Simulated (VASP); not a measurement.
Runs of VASP 6.6.1 on Be. The structure is that of space group Fd-3m (No. 227), or close to it. The cells are those of the table. 

```csv
task,cell,smearing,k mesh for the DOS,occupations for the DOS,gap on the mesh (eV),pressure (GPa)
single point,"a = 3.232 Å, angles 60.0°, 2 atoms",fermi-dirac 0.08 eV,-,-,none,(a)
single point,"a = 2.514 Å, angles 60.0°, 2 atoms",fermi-dirac 0.08 eV,-,-,none,197.0
single point,"a = 2.514 Å, angles 60.0°, 2 atoms",tetrahedron,-,-,none,196.4
single point,"a = 3.411 Å, angles 60.0°, 2 atoms",fermi-dirac 0.08 eV,-,-,none,0.1
```

Alike in all rows: level LDA; potentials or basis VASP PAW LDA potentials, release 64 (Be); no spin polarisation; k mesh 15 × 15 × 15; cutoff (eV) 520.

Question: Estimate the missing entries.

Answer: (a) 10.4.

A gap of «none» marks levels without a gap at the run's occupations.
